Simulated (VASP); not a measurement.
# VH (P6_3/mmc) in VASP: single point with r2SCAN

Aim: the single point of VH with r2SCAN.

Program: VASP 6.6.1. These are calculated values, not measurements. Logs are shortened: lines on timing, memory, paths and dates and some standing lists are left out, and cuts for length are marked.

## Step 1: The cell of the first run

The structure is hexagonal, space group P6_3/mmc (No. 194). Conventional cell: a = 2.736 Å, b = 2.736 Å, c = 4.936 Å, α = 90.00°, β = 90.00°, γ = 120.00°. Within 2.8 Å of V (site symmetry -3m) lie 6 H at 2.00 Å and 8 V at 2.47 to 2.74 Å. H (site symmetry -6m2) has 6 V at 2.00 Å and 6 H at 2.74 Å within 2.8 Å.

## Step 2: Single point, r2SCAN, collinear spin, ferromagnetic start

Contents of POSCAR:

```
VH
1.0
    2.7355800000      0.0000000000      0.0000000000
   -1.3677900000      2.3690820000      0.0000000000
    0.0000000000      0.0000000000      4.9359680000
V H
2 2
Direct
    0.0000000000      0.0000000000      0.0000000000
    0.0000000000      0.0000000000      0.5000000000
    0.6666666667      0.3333333333      0.7500000000
    0.3333333333      0.6666666667      0.2500000000
```

Contents of INCAR.step1:

```
PREC = Accurate
ENCUT = 520
ISMEAR = 1
SIGMA = 0.05
LREAL = F
LASPH = T
NELM = 150
ISPIN = 2
MAGMOM = 1.5 1.5 0 0
LMAXMIX = 4
NBANDS = 26
GGA = PE
ALGO = Normal
EDIFF = 1E-4
LWAVE = T
LCHARG = F
```

Contents of INCAR.step2:

```
PREC = Accurate
ENCUT = 520
EDIFF = 1E-6
ISMEAR = 1
SIGMA = 0.05
LREAL = F
LASPH = T
NELM = 150
ALGO = Normal
ISIF = 2
LWAVE = F
LCHARG = T
ISPIN = 2
MAGMOM = 1.5 1.5 0 0
LORBIT = 11
LMAXMIX = 4
METAGGA = R2SCAN
LMIXTAU = T
LELF = T
LVHAR = T
NBANDS = 26
ISTART = 1
```

Contents of KPOINTS:

```
Automatic mesh
0
Gamma
  9 9 5
```

Potentials or basis: VASP PAW PBE potentials, release 64 (V_sv, H).

Launch:

```
> cat potpaw_PBE.64/V_sv/POTCAR potpaw_PBE.64/H/POTCAR > POTCAR
> cp INCAR.step1 INCAR
> mpirun -np 1 vasp_std > vasp.out
> cp INCAR.step2 INCAR
> mpirun -np 1 vasp_std > vasp.out
```

OUTCAR:

```text
PREC = Accurate
   ENCUT = 520
   EDIFF = 1E-6
   ISMEAR = 1
   LREAL = F
   LASPH = T
   NELM = 150
   ISIF = 2
   ISPIN = 2
   LORBIT = 11
   METAGGA = R2SCAN
   ISTART = 1

 ion  position               nearest neighbor table
   1  0.000  0.000  0.000-   2 2.47   2 2.47
   2  0.000  0.000  0.500-   1 2.47   1 2.47
   3  0.667  0.333  0.750-
   4  0.333  0.667  0.250-

  LATTYP: Found a hexagonal cell.
 ALAT       =     2.7355800000
 C/A-ratio  =     1.8043588563

  Lattice vectors:

 A1 = (   2.7355800000,   0.0000000000,   0.0000000000)
 A2 = (  -1.3677900000,   2.3690820000,   0.0000000000)
 A3 = (   0.0000000000,   0.0000000000,   4.9359680000)

Analysis of symmetry for initial positions (statically):
=====================================================================
 Subroutine PRICEL returns:
 Original cell was already a primitive cell.

 Routine SETGRP: Setting up the symmetry group for a
 hexagonal supercell.

 Subroutine GETGRP returns: Found 24 space group operations
 (whereof 12 operations were pure point group operations)
 out of a pool of 24 trial point group operations.

The static configuration has the point symmetry D_3d.
 The point group associated with its full space group is D_6h.

Analysis of symmetry for dynamics (positions and initial velocities):
=====================================================================
 Subroutine PRICEL returns:
 Original cell was already a primitive cell.

 Routine SETGRP: Setting up the symmetry group for a
 hexagonal supercell.

 Subroutine GETGRP returns: Found 24 space group operations
 (whereof 12 operations were pure point group operations)
 out of a pool of 24 trial point group operations.

The dynamic configuration has the point symmetry D_3d.
 The point group associated with its full space group is D_6h.

Analysis of structural, dynamic, and magnetic symmetry:
=====================================================================
 Subroutine PRICEL returns:
 Original cell was already a primitive cell.

 Routine SETGRP: Setting up the symmetry group for a
 hexagonal supercell.

 Subroutine GETGRP returns: Found 24 space group operations
 (whereof 12 operations were pure point group operations)
 out of a pool of 24 trial point group operations.

The overall configuration has the point symmetry D_3d.
 The point group associated with its full space group is D_6h.
[... 126 lines left out ...]
  Thomas-Fermi vector in A             =   2.668398
   LORBIT       =     11    0 simple, 1 ext, 2 COOP (PROOUT), +10 PAW based schemes
   METAGGA = R2SCAN    functional components
   LHFCALC =     F    Hartree Fock is set to
   AEXX    =    0.0000 exact exchange contribution
   IVDW    =     0    specifies the selected vdW correction
   LEPSILON=     F    determine dielectric tensor
   LRPA    =     F    only Hartree local field effects (RPA)
 spin polarized calculation
 Methfessel and Paxton  Order N= 1 SIGMA  =   0.05
  energy-cutoff  :      520.00
  volume of cell :       31.99
 maximum number of plane-waves:       882
   NGX = 11   NGY = 11   NGZ = 19

 number of electron      27.9999999 magnetization       0.0222916

 Free energy of the ion-electron system (eV)
  ---------------------------------------------------
  ext. energy  EPLUGINS =         0.00000000
  ---------------------------------------------------
  free energy    TOTEN  =       -34.84386308 eV

  energy without entropy =      -34.84407194  energy(sigma->0) =      -34.84393270

 E-fermi :   9.7409     XC(G=0): -13.6412

 val. band max:        9.7355667548   @ k =   0.1111   0.0000   0.2000
 cond. band min:       9.7429733993   @ k =   0.4444  -0.0000   0.2000
 fundamental gap:      0.0074066445
 Fermi energy:         9.7408769313

 spin component 1

 k-point     1 :       0.0000    0.0000    0.0000
  band No.  band energies     occupation
      1     -57.2532      1.00000
      2     -57.0907      1.00000
      3     -30.5350      1.00000
      4     -29.6414      1.00000
      5     -29.6414      1.00000
      6     -29.5438      1.00000
[... 685 lines left out ...]
     25      21.3779      0.00000
     26      21.3780      0.00000

 [... further k-points ...]

 spin component 2

 k-point     1 :       0.0000    0.0000    0.0000
  band No.  band energies     occupation
      1     -57.2387      1.00000
      2     -57.0761      1.00000
      3     -30.5207      1.00000
      4     -29.6270      1.00000
      5     -29.6269      1.00000
      6     -29.5294      1.00000
[... 685 lines left out ...]
     25      21.3836      0.00000
     26      21.3837      0.00000

 [... further k-points ...]

------------------------ aborting loop because EDIFF is reached ----------------------------------------

  FORCE on cell =-STRESS in cart. coord.  units (eV):
  Direction    XX          YY          ZZ          XY          YZ          ZX
  --------------------------------------------------------------------------------------
  -------------------------------------------------------------------------------------
  Total       -1.1546162     -1.1546165      0.5043576      0.0000000      0.0000000      0.0000000
  in kB      -57.8290949    -57.8291059     25.2608115      0.0000000      0.0000000      0.0000000
  external PRESSURE =     -30.1324631 kB  Pullay stress =       0.0000000 kB

 VOLUME and BASIS-vectors are now :
 -----------------------------------------------------------------------------
  energy-cutoff  :      520.00
  volume of cell :       31.99
      direct lattice vectors                 reciprocal lattice vectors
     2.735580000  0.000000000  0.000000000     0.365553192  0.211052213  0.000000000
    -1.367790000  2.369082000  0.000000000     0.000000000  0.422104427  0.000000000
     0.000000000  0.000000000  4.935968000     0.000000000  0.000000000  0.202594506

 POSITION                                       TOTAL-FORCE (eV/Angst)
 -----------------------------------------------------------------------------------
      0.00000      0.00000      0.00000        -0.000000      0.000000     -0.000000
      0.00000      0.00000      2.46798        -0.000000      0.000000     -0.000000
      1.36779      0.78969      3.70198         0.000000      0.000000      0.000000
     -0.00000      1.57939      1.23399        -0.000000     -0.000000     -0.000000
 -----------------------------------------------------------------------------------
    total drift:                               -0.000000      0.000000     -0.000000

  FREE ENERGIE OF THE ION-ELECTRON SYSTEM (eV)
  ---------------------------------------------------
  free  energy   TOTEN  =       -34.8438630837 eV

  energy  without entropy=      -34.8440719431  energy(sigma->0) =      -34.84393270

 total charge

# of ion       s       p       d       tot
------------------------------------------
    1        2.270   6.189   3.213  11.672
    2        2.270   6.189   3.213  11.672
    3        0.540   0.027   0.000   0.567
    4        0.540   0.027   0.000   0.567
--------------------------------------------------
tot          5.620  12.433   6.425  24.478

 magnetization (x)

# of ion       s       p       d       tot
------------------------------------------
    1        0.000  -0.000   0.010   0.010
    2        0.000  -0.000   0.010   0.010
    3       -0.000   0.000   0.000  -0.000
    4       -0.000   0.000   0.000  -0.000
--------------------------------------------------
tot         -0.000   0.000   0.020   0.020
```

OSZICAR.step1:

```text
N       E                     dE             d eps       ncg     rms          rms(c)
DAV:   1     0.309675366862E+03    0.30968E+03   -0.14781E+04  3744   0.119E+03
DAV:   2    -0.168691763282E+02   -0.32654E+03   -0.31461E+03  3804   0.400E+02
DAV:   3    -0.265696815323E+02   -0.97005E+01   -0.95523E+01  4112   0.795E+01
DAV:   4    -0.266359906961E+02   -0.66309E-01   -0.66287E-01  3996   0.711E+00
DAV:   5    -0.266367462859E+02   -0.75559E-03   -0.75558E-03  4070   0.717E-01    0.289E+01
DAV:   6    -0.242460798448E+02    0.23907E+01   -0.65181E+00  3924   0.281E+01    0.556E+00
DAV:   7    -0.243297928481E+02   -0.83713E-01   -0.44237E-01  3892   0.494E+00    0.467E+00
DAV:   8    -0.243351937640E+02   -0.54009E-02   -0.10193E-02  4016   0.859E-01    0.234E+00
DAV:   9    -0.243339359955E+02    0.12578E-02   -0.10061E-02  4132   0.828E-01    0.481E-01
DAV:  10    -0.243344786271E+02   -0.54263E-03   -0.23274E-03  3820   0.365E-01    0.147E-01
DAV:  11    -0.243344708001E+02    0.78270E-05   -0.23500E-04  3618   0.131E-01
   1 F= -.24334471E+02 E0= -.24334357E+02  d E =-.341878E-03  mag=     0.0979
```

Wall time 5.2 min (1 thread of Intel Xeon 8259CL, shared host); peak memory 0.19 GiB.

Results:

```
Free energy                                           : -34.8439 eV
Pressure                                              : -3.0 GPa
Band gap on the k mesh                                : zero (filled and empty bands overlap)
Net moment                                            : 0.02 μB per cell
Valence electrons inside the program's atomic spheres : V 11.67; H 0.57
```

Stress tensor (GPa, compression positive):
```
-5.78  0.00  0.00
 0.00 -5.78  0.00
 0.00  0.00  2.53
```

Caveat: the stress differs along the axes, from -6 to 3 GPa; the moments typed at the start vanished in this run; the PAW data sets were made with another functional, which shifts forces and pressure a little.
